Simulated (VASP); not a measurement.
# MnAs (P6_3/mmc) in VASP: further runs

Runs on MnAs. Level: PBEsol. Tasks: vibrations by perturbation theory.

Everything below comes from runs of VASP 6.6.1. Logs are shortened: lines on timing, memory, paths and dates and some standing lists are left out, and cuts for length are marked.

### 1 The cell of the first run

Symmetry: P6_3/mmc, No. 194, hexagonal system. The conventional cell has a = 3.553 Å, b = 3.553 Å, c = 5.309 Å, α = 90.00°, β = 90.00°, γ = 120.00°. Mn (site symmetry -3m) has 6 As at 2.44 Å and 2 Mn at 2.65 Å within 3.2 Å. Within 3.2 Å of As (site symmetry -6m2) lie 6 Mn at 2.44 Å.

### 2 Vibrations by perturbation theory, PBEsol, collinear spin, ferromagnetic start (volume scaled by 0.985)

Input file INCAR:

```
ALGO     = Normal         # electronic algorithm
EDIFF    = 1E-8           # SCF threshold, eV
ENCUT    = 500            # plane-wave cutoff, eV
GGA      = PS             # functional
GGA_COMPAT= F            
IBRION   = 8              # ionic algorithm
ISIF     = 2              # what is computed and relaxed
ISMEAR   = -1             # smearing method
ISPIN    = 2              # spin polarisation
KPAR     = 4            
LASPH    = T              # aspherical terms in the spheres
LCHARG   = T              # write CHGCAR
LMAXMIX  = 4              # l up to which the mixer works
LORBIT   = 11             # projections on sites
LREAL    = F              # projectors in reciprocal space
LWAVE    = F              # write WAVECAR
MAGMOM   = 2.4 2.4 0 0    # initial moments
NELM     = 200            # most SCF steps
NSW      = 1              # ionic steps
PREC     = Accurate       # precision mode
SIGMA    = 0.1            # smearing width, eV
```

Input file KPOINTS:

```
k-points
0
Gamma
  10 10 6
```

Input file POSCAR:

```
MnAs
1.0
    3.5528198659      0.0000000000      0.0000000000
   -1.7764099330      3.0768322590      0.0000000000
    0.0000000000      0.0000000000      5.3094752571
Mn As
2 2
Direct
    0.0000000000      0.0000000000      0.0000000000
    0.0000000000      0.0000000000      0.5000000000
    0.3333333333      0.6666666667      0.2500000000
    0.6666666667      0.3333333333      0.7500000000
```

Potentials or basis: VASP PAW PBE potentials, release 64 (Mn_pv, As).

Run with:

```
$ cat potpaw_PBE.64/Mn_pv/POTCAR potpaw_PBE.64/As/POTCAR > POTCAR
$ mpirun -np 4 vasp_std > vasp.out
```

OUTCAR:

```text
EDIFF = 1E-8
   ENCUT = 500
   GGA = PS
   IBRION = 8
   ISIF = 2
   ISMEAR = -1
   ISPIN = 2
   LASPH = T
   LORBIT = 11
   LREAL = F
   NELM = 200
   NSW = 1
   PREC = Accurate

 ion  position               nearest neighbor table
   1  0.000  0.000  0.000-   3 2.44   4 2.44   4 2.44   3 2.44   4 2.44   3 2.44   2 2.65   2 2.65

   2  0.000  0.000  0.500-   3 2.44   4 2.44   4 2.44   3 2.44   4 2.44   3 2.44   1 2.65   1 2.65

   3  0.333  0.667  0.250-   1 2.44   2 2.44   1 2.44   2 2.44   1 2.44   2 2.44
   4  0.667  0.333  0.750-   1 2.44   2 2.44   1 2.44   2 2.44   1 2.44   2 2.44

  LATTYP: Found a hexagonal cell.
 ALAT       =     3.5528198659
 C/A-ratio  =     1.4944397570

  Lattice vectors:

 A1 = (   3.5528198659,   0.0000000000,   0.0000000000)
 A2 = (  -1.7764099330,   3.0768322590,   0.0000000000)
 A3 = (   0.0000000000,   0.0000000000,   5.3094752571)

Analysis of symmetry for initial positions (statically):
=====================================================================
 Subroutine PRICEL returns:
 Original cell was already a primitive cell.

 Routine SETGRP: Setting up the symmetry group for a
 hexagonal supercell.

 Subroutine GETGRP returns: Found 24 space group operations
 (whereof 12 operations were pure point group operations)
 out of a pool of 24 trial point group operations.

The static configuration has the point symmetry D_3d.
 The point group associated with its full space group is D_6h.

Analysis of symmetry for dynamics (positions and initial velocities):
=====================================================================
 Subroutine PRICEL returns:
 Original cell was already a primitive cell.

 Routine SETGRP: Setting up the symmetry group for a
 hexagonal supercell.

 Subroutine GETGRP returns: Found 24 space group operations
 (whereof 12 operations were pure point group operations)
 out of a pool of 24 trial point group operations.

The dynamic configuration has the point symmetry D_3d.
 The point group associated with its full space group is D_6h.

Analysis of structural, dynamic, and magnetic symmetry:
=====================================================================
 Subroutine PRICEL returns:
 Original cell was already a primitive cell.

 Routine SETGRP: Setting up the symmetry group for a
 hexagonal supercell.

 Subroutine GETGRP returns: Found 24 space group operations
 (whereof 12 operations were pure point group operations)
 out of a pool of 24 trial point group operations.

The overall configuration has the point symmetry D_3d.
 The point group associated with its full space group is D_6h.

 Subroutine INISYM returns: Found 24 space group operations
 (whereof 12 operations are pure point group operations),
 and found     1 'primitive' translations

----------------------------------------------------------------------------------------

[... 809 lines left out ...]
      1     -38.5121      1.00000
      2     -38.3716      1.00000
      3     -38.3716      1.00000
      4     -38.3463      1.00000
      5     -38.3463      1.00000
      6     -38.2770      1.00000
[... 640 lines left out ...]
 [... further k-points ...]
[... 5 lines left out ...]
  --------------------------------------------------------------------------------------
  -------------------------------------------------------------------------------------
  Total        0.6612494      0.6612494      0.6725552     -0.0000000      0.0000000      0.0000000
  in kB       18.2535460     18.2535460     18.5656385     -0.0000000      0.0000000      0.0000000
  external PRESSURE =      18.3575768 kB  Pullay stress =       0.0000000 kB

 VOLUME and BASIS-vectors are now :
 -----------------------------------------------------------------------------
  energy-cutoff  :      500.00
  volume of cell :       58.04
      direct lattice vectors                 reciprocal lattice vectors
     3.552819866  0.000000000  0.000000000     0.281466564  0.162504796  0.000000000
    -1.776409933  3.076832259  0.000000000     0.000000000  0.325009593  0.000000000
     0.000000000  0.000000000  5.309475257     0.000000000  0.000000000  0.188342529

 POSITION                                       TOTAL-FORCE (eV/Angst)
 -----------------------------------------------------------------------------------
      0.00000      0.00000      0.00000         0.000000      0.000000     -0.000000
      0.00000      0.00000      2.65474         0.000000      0.000000     -0.000000
     -0.00000      2.05122      1.32737        -0.000000      0.000000      0.000000
      1.77641      1.02561      3.98211         0.000000     -0.000000     -0.000000
 -----------------------------------------------------------------------------------
    total drift:                               -0.000000      0.000000     -0.000000

  FREE ENERGIE OF THE ION-ELECTRON SYSTEM (eV)
  ---------------------------------------------------
  free  energy   TOTEN  =       -30.5736843350 eV

  energy  without entropy=      -30.4684864303  energy(sigma->0) =      -30.52108538

[... ionic steps 2 to 9 ...]

--------------------------------------- Ionic step       10  -------------------------------------------

------------------------ aborting loop because EDIFF is reached ----------------------------------------

[... ionic steps 11 to 11 ...]

--------------------------------------- Ionic step       12  -------------------------------------------

 Free energy of the ion-electron system (eV)
  ---------------------------------------------------
  ---------------------------------------------------
  free energy    TOTEN  =        -0.05485522 eV

  energy without entropy =       -0.05485522

------------------------ aborting loop because EDIFF is reached ----------------------------------------

 INTERNAL STRAIN TENSOR  FOR ION    3  DIRECTION 3   (eV/Angst):
 -----------------------------------------------------------------------------
     0.00052 -0.00000  0.00000
    -0.00000  0.00052  0.00000
    -0.00000 -0.00000 -0.00690

 INTERNAL STRAIN TENSOR FOR ION    4 for displacements in x,y,z  (eV/Angst):
          X           Y           Z          XY          YZ          ZX
  --------------------------------------------------------------------------------
  x     0.00000    -0.00000    -0.00000    -8.37597     0.00000     0.00000
  y    -8.37597     8.37597    -0.00000    -0.00000     0.00000     0.00000
  z     0.00000     0.00000     0.00000     0.00000    -0.00000     0.00000

 SECOND DERIVATIVES (NOT SYMMETRIZED)
 ------------------------------------
               1X          1Y          1Z          2X          2Y          2Z          3X          3Y          3Z          4X          4Y          4Z
  1X    -9.061264    0.000000    0.000000    0.164556   -0.000000    0.000000    4.448354   -0.000000    0.000000    4.448354   -0.000000    0.000000
  1Y     0.000000   -9.061264    0.000000   -0.000000    0.164556    0.000000   -0.000000    4.448354    0.000000   -0.000000    4.448354    0.000000
  1Z    -0.000000    0.000000  -10.720029   -0.000000   -0.000000    4.638989   -0.000000    0.000000    3.040520    0.000000    0.000000    3.040520
  2X     0.164556   -0.000000    0.000000   -9.061264    0.000000    0.000000    4.448354   -0.000000    0.000000    4.448354   -0.000000    0.000000
  2Y    -0.000000    0.164556    0.000000    0.000000   -9.061264    0.000000   -0.000000    4.448354    0.000000   -0.000000    4.448354    0.000000
  2Z     0.000000    0.000000    4.638989    0.000000    0.000000  -10.720029    0.000000    0.000000    3.040520    0.000000    0.000000    3.040520
  3X     4.431586   -0.000000    0.000000    4.431586   -0.000000   -0.000000   -9.974104    0.000000    0.000000    1.110931   -0.000000    0.000000
  3Y    -0.000000    4.431586   -0.000000   -0.000000    4.431586    0.000000    0.000000   -9.974104    0.000000   -0.000000    1.110931    0.000000
  3Z    -0.000000    0.000000    3.034649    0.000000    0.000000    3.034649   -0.000000    0.000000   -8.029460    0.000000    0.000000    1.960162
  4X     4.431586   -0.000000    0.000000    4.431586   -0.000000   -0.000000    1.110931   -0.000000    0.000000   -9.974104    0.000000    0.000000
  4Y    -0.000000    4.431586   -0.000000   -0.000000    4.431586    0.000000   -0.000000    1.110931    0.000000    0.000000   -9.974104    0.000000
  4Z    -0.000000    0.000000    3.034649    0.000000    0.000000    3.034649    0.000000    0.000000    1.960162   -0.000000    0.000000   -8.029460

 Eigenvectors and eigenvalues of the dynamical matrix
 ----------------------------------------------------

   1 f  =    8.275907 THz    51.999059 2PiTHz  276.054555 cm-1    34.226387 meV
             X         Y         Z           dx          dy          dz
      0.000000  0.000000  0.000000    -0.181798    0.505848   -0.000000
      0.000000  0.000000  2.654738    -0.181798    0.505848    0.000000
     -0.000000  2.051222  1.327369     0.155382   -0.432346    0.000000
      1.776410  1.025611  3.982106     0.155382   -0.432346   -0.000000
[... 71 lines left out ...]
  12 f/i=    0.007718 THz     0.048495 2PiTHz    0.257452 cm-1     0.031920 meV
             X         Y         Z           dx          dy          dz
      0.000000  0.000000  0.000000     0.215737   -0.405617   -0.000000
      0.000000  0.000000  2.654738     0.215737   -0.405617   -0.000000
     -0.000000  2.051222  1.327369     0.252413   -0.474574   -0.000000
      1.776410  1.025611  3.982106     0.252413   -0.474574   -0.000000

--------------------------------------------------------------------------------------------------------

 ELASTIC MODULI CONTR FROM IONIC RELAXATION (kBar)
 Direction    XX          YY          ZZ          XY          YZ          ZX
 --------------------------------------------------------------------------------
 XX        -349.4177    349.4177     -0.0000      0.0000     -0.0000      0.0000
 YY         349.4177   -349.4177      0.0000      0.0000      0.0000     -0.0000
 ZZ          -0.0000      0.0000     -0.0000     -0.0000     -0.0000      0.0000
 XY           0.0000      0.0000     -0.0000   -349.4177     -0.0000      0.0000
 YZ          -0.0000      0.0000     -0.0000     -0.0000     -0.0000      0.0000
 ZX           0.0000     -0.0000      0.0000      0.0000      0.0000     -0.0000
 --------------------------------------------------------------------------------

 total charge

# of ion       s       p       d       tot
------------------------------------------
    1        0.317   6.315   5.219  11.851
    2        0.317   6.315   5.219  11.851
    3        1.210   1.570   0.083   2.863
    4        1.210   1.570   0.083   2.863
--------------------------------------------------
tot          3.054  15.770  10.604  29.428

 magnetization (x)

# of ion       s       p       d       tot
------------------------------------------
    1        0.025   0.022   2.319   2.367
    2        0.025   0.022   2.319   2.367
    3       -0.005  -0.090   0.006  -0.088
    4       -0.005  -0.090   0.006  -0.088
--------------------------------------------------
tot          0.041  -0.136   4.651   4.556
```

Run time: 17 min. Hardware: 4 MPI ranks of Intel Xeon Platinum 8488C (Sapphire Rapids), shared host; peak memory 1 GiB.

Results:

| Quantity | Value |
| --- | --- |
| Net moment | 4.64 μB per cell |
| Site moments | Mn +2.37; As -0.09 μB |
| Valence electrons inside the program's atomic spheres | Mn 11.85; As 2.86 |
| Highest phonon frequency at Γ, LO-TO splitting left out | 276 cm⁻¹ |

Phonon frequencies in cm⁻¹ (negative: imaginary):
| q point | frequencies |
| --- | --- |
| (0.000, 0.000, 0.000) | 0 0 0 190 201 201 214 214 228 276 276 276 |

Caveat: the cell wasn't relaxed at this level first, which shifts response properties; the PAW data sets were made with another functional, which shifts forces and pressure a little; only a ferromagnetic start was run, and an antiferromagnetic order may lie lower in energy.

### 3 Vibrations by perturbation theory, PBEsol, collinear spin, ferromagnetic start (volume scaled by 1.015)

Input file INCAR:

```
PREC = Accurate
ENCUT = 500
EDIFF = 1E-8
ISMEAR = -1
SIGMA = 0.1
LREAL = F
LASPH = T
NELM = 200
ALGO = Normal
ISIF = 2
LWAVE = F
LCHARG = F
ISPIN = 2
MAGMOM = 2.4 2.4 0 0
LORBIT = 11
LMAXMIX = 4
GGA = PS
NBANDS = 30
IBRION = 8
NSW = 1
GGA_COMPAT = F
KPAR = 4
```

Input file KPOINTS:

```
regular mesh
0
Gamma
  10 10 6
```

Input file POSCAR:

```
MnAs
1.0
    3.5885289910      0.0000000000      0.0000000000
   -1.7942644955      3.1077572684      0.0000000000
    0.0000000000      0.0000000000      5.3628403932
Mn As
2 2
Direct
    0.0000000000      0.0000000000      0.0000000000
    0.0000000000      0.0000000000      0.5000000000
    0.3333333333      0.6666666667      0.2500000000
    0.6666666667      0.3333333333      0.7500000000
```

Potentials or basis: VASP PAW PBE potentials, release 64 (Mn_pv, As).

Run with:

```
$ cat potpaw_PBE.64/Mn_pv/POTCAR potpaw_PBE.64/As/POTCAR > POTCAR
$ mpirun -np 4 vasp_std > vasp.out
```

OUTCAR:

```text
PREC = Accurate
   ENCUT = 500
   EDIFF = 1E-8
   ISMEAR = -1
   LREAL = F
   LASPH = T
   NELM = 200
   ISIF = 2
   ISPIN = 2
   LORBIT = 11
   GGA = PS
   IBRION = 8
   NSW = 1

 ion  position               nearest neighbor table
   1  0.000  0.000  0.000-   3 2.47   4 2.47   3 2.47   4 2.47   4 2.47   3 2.47   2 2.68   2 2.68

   2  0.000  0.000  0.500-   3 2.47   4 2.47   3 2.47   4 2.47   4 2.47   3 2.47   1 2.68   1 2.68

   3  0.333  0.667  0.250-   1 2.47   2 2.47   1 2.47   2 2.47   1 2.47   2 2.47
   4  0.667  0.333  0.750-   1 2.47   2 2.47   1 2.47   2 2.47   1 2.47   2 2.47

  LATTYP: Found a hexagonal cell.
 ALAT       =     3.5885289910
 C/A-ratio  =     1.4944397570

  Lattice vectors:

 A1 = (   3.5885289910,   0.0000000000,   0.0000000000)
 A2 = (  -1.7942644955,   3.1077572684,   0.0000000000)
[... 1876 lines left out ...]
  4X     4.045761    0.000000    0.000000    4.045761    0.000000    0.000000    1.005661    0.000000    0.000000   -9.097183    0.000000    0.000000
  4Y    -0.000000    4.045761    0.000000   -0.000000    4.045761    0.000000    0.000000    1.005661    0.000000    0.000000   -9.097183    0.000000
  4Z     0.000000    0.000000    2.814815    0.000000   -0.000000    2.814815    0.000000   -0.000000    1.669650    0.000000   -0.000000   -7.299280

 Eigenvectors and eigenvalues of the dynamical matrix
 ----------------------------------------------------

   1 f  =    7.916689 THz    49.742027 2PiTHz  264.072334 cm-1    32.740782 meV
             X         Y         Z           dx          dy          dz
      0.000000  0.000000  0.000000     0.537982    0.000021    0.000000
      0.000000  0.000000  2.681420     0.537982    0.000021   -0.000000
     -0.000000  2.071838  1.340710    -0.458885   -0.000018    0.000000
      1.794264  1.035919  4.022130    -0.458885   -0.000018   -0.000000
[... 71 lines left out ...]
  12 f/i=    0.032948 THz     0.207016 2PiTHz    1.099016 cm-1     0.136261 meV
             X         Y         Z           dx          dy          dz
      0.000000  0.000000  0.000000     0.000000   -0.000000   -0.457246
      0.000000  0.000000  2.681420     0.000000   -0.000000   -0.457246
     -0.000000  2.071838  1.340710     0.000000   -0.000000   -0.539376
      1.794264  1.035919  4.022130     0.000000   -0.000000   -0.539376

--------------------------------------------------------------------------------------------------------

 ELASTIC MODULI CONTR FROM IONIC RELAXATION (kBar)
 Direction    XX          YY          ZZ          XY          YZ          ZX
 --------------------------------------------------------------------------------
 XX        -277.1214    277.1214      0.0000      0.0000      0.0000      0.0000
 YY         277.1214   -277.1214     -0.0000     -0.0000      0.0000      0.0000
 ZZ           0.0000     -0.0000     -0.0000     -0.0000      0.0000      0.0000
 XY           0.0000     -0.0000     -0.0000   -277.1214      0.0000      0.0000
 YZ           0.0000      0.0000      0.0000      0.0000      0.0000      0.0000
 ZX           0.0000      0.0000      0.0000      0.0000      0.0000      0.0000
 --------------------------------------------------------------------------------

 total charge

# of ion       s       p       d       tot
------------------------------------------
    1        0.310   6.300   5.184  11.794
    2        0.310   6.300   5.184  11.794
    3        1.212   1.555   0.076   2.843
    4        1.212   1.555   0.076   2.843
--------------------------------------------------
tot          3.043  15.711  10.520  29.274

 magnetization (x)

# of ion       s       p       d       tot
------------------------------------------
    1        0.026   0.023   2.474   2.524
    2        0.026   0.023   2.474   2.524
    3       -0.003  -0.099   0.007  -0.095
    4       -0.003  -0.099   0.007  -0.095
--------------------------------------------------
tot          0.046  -0.152   4.962   4.857
```

stdout:

```text
POSCAR found type information on POSCAR MnAs
 POSCAR found :  2 types and       4 ions
 scaLAPACK will be used
 -----------------------------------------------------------------------------
|                                                                             |
|                                                                             |
|     You enforced a specific xc type in the INCAR file but a different       |
|     I HOPE YOU KNOW WHAT YOU ARE DOING!                                     |
|                                                                             |
 -----------------------------------------------------------------------------

 LDA part: xc-table for (Slater+PW92), standard interpolation
 POSCAR, INCAR and KPOINTS ok, starting setup
 FFT: planning ... GRIDC
 FFT: planning ... GRID_SOFT
 FFT: planning ... GRID
 WAVECAR not read
 entering main loop
 Linear response reoptimize wavefunctions to high precision
 Linear response DOF=           4
 Linear response progress:
 first order change of Fermi-energy  -0.12652E-03
 force on displaced ion       1 direction 1 :  -8.258   0.000   0.000
 Linear response progress:
 first order change of Fermi-energy  -0.31403E-04
 force on displaced ion       1 direction 3 :  -0.000   0.000  -9.706
 Linear response progress:
 first order change of Fermi-energy   0.35258E-04
 force on displaced ion       3 direction 1 :  -9.097   0.001   0.000
 Linear response progress:
 first order change of Fermi-energy  -0.42721E-03
 force on displaced ion       3 direction 3 :   0.000   0.000  -7.299
 Linear response finished
```

It took 14 min on 4 MPI ranks of Intel Xeon Platinum 8375C at 2.90GHz (Ice Lake), shared host; peak memory 1.2 GiB.

Results:

- Net moment: 4.95 μB per cell
- Site moments: Mn +2.52; As -0.10 μB
- Valence electrons inside the program's atomic spheres: Mn 11.79; As 2.84
- Highest phonon frequency at Γ, LO-TO splitting left out: 264 cm⁻¹

Phonon frequencies in cm⁻¹ (negative: imaginary):
```csv
q point,frequencies
"(0.000, 0.000, 0.000)",-1 -1 -1 180 191 191 203 203 221 260 264 264
```

Caveat: the cell wasn't relaxed at this level first, which shifts response properties; the PAW data sets were made with another functional, which shifts forces and pressure a little; only a ferromagnetic start was run, and an antiferromagnetic order may lie lower in energy.
